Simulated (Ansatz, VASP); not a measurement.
BaZrO3 in VASP and in Ansatz

POSCAR

```
BaZrO3
1.0
    4.3735691108      0.0000000000      0.0000000000
    0.0000000000      4.3735691108      0.0000000000
    0.0000000000      0.0000000000      4.3735691108
Ba Zr O
1 1 3
Direct
    0.0000000000      0.0000000000      0.0000000000
    0.5000000000      0.5000000000      0.5000000000
    0.5000000000      0.5000000000      0.0000000000
    0.5000000000      0.0000000000      0.5000000000
    0.0000000000      0.5000000000      0.5000000000
```

Contents of INCAR.step1:

```
PREC = Accurate
ENCUT = 520
ISMEAR = 0
SIGMA = 0.01
LREAL = False
LASPH = True
NELM = 150
MAGMOM = 0 0 0 0 0 0 0 0 0 0 0 0 0 0 0
LSORBIT = True
GGA_COMPAT = False
LMAXMIX = 4
NBANDS = 55
GGA = PE
ALGO = Normal
EDIFF = 1E-4
LWAVE = True
LCHARG = False
```

File INCAR.step2:

```
PREC = Accurate
ENCUT = 520
EDIFF = 1E-6
ISMEAR = 0
SIGMA = 0.01
LREAL = False
LASPH = True
NELM = 150
ALGO = Normal
ISIF = 2
LWAVE = False
LCHARG = True
MAGMOM = 0 0 0 0 0 0 0 0 0 0 0 0 0 0 0
LORBIT = 11
LSORBIT = True
GGA_COMPAT = False
LORBMOM = True
LMAXMIX = 4
METAGGA = R2SCAN
LMIXTAU = True
LVHAR = True
NBANDS = 55
ISTART = 1
```

Contents of KPOINTS:

```
Automatic mesh
0
Gamma
  6 6 6
```

Input for Ansatz:

```yaml
crystal:
  lattice:
    - [4.3735691108, 0.0, 0.0]
    - [0.0, 4.3735691108, 0.0]
    - [0.0, 0.0, 4.3735691108]
  atoms:
    - { symbol: Ba, position: [0.0, 0.0, 0.0] }
    - { symbol: Zr, position: [0.5, 0.5, 0.5] }
    - { symbol: O, position: [0.5, 0.5, 0.0] }
    - { symbol: O, position: [0.5, 0.0, 0.5] }
    - { symbol: O, position: [0.0, 0.5, 0.5] }
kpoints:
  mp_grid: { grid: [6, 6, 6] }
  band_path:
    path: [[0.0, 0.0, 0.0], [0.0, 0.5, 0.0], [0.5, 0.5, 0.0], [0.5, 0.5, 0.5]]
    npoints: 1
hamiltonian:
  xc: r2scan
scf:
  occupations: { method: fixed }
  n_extra_bands: 10
magnetization:
  noncollinear: true
  spin_orbit: true
output:
  forces: true
  stress: true
  eigenvalues: true
```

Change from the starting cell: hydrostatic strain +4.0%.

Alike in both runs: task single point; functional r2SCAN; k mesh 6 × 6 × 6; non-collinear spin, spin-orbit coupling.

|  | VASP | Ansatz |
| --- | --- | --- |
| version | VASP 6.6.1 | Ansatz 0.2.0 |
| potentials or method | VASP PAW PBE potentials, release 64 (Ba_sv, Zr_sv, O) | plane waves, PAW |
| plane-wave cutoff (eV) | 520 | 500 |
| occupations | gaussian, width 0.01 eV | fixed |
| valence electrons in the cell | 40 | 40 |

|  | VASP | Ansatz | Ansatz less VASP |
| --- | --- | --- | --- |
| pressure (GPa) | -14.2 | -14.9 | -0.63 |
| net moment per atom (μB) | 0.00 | 0.00 | 0.000 |

VASP's potentials were made for PBE, not for r2SCAN.
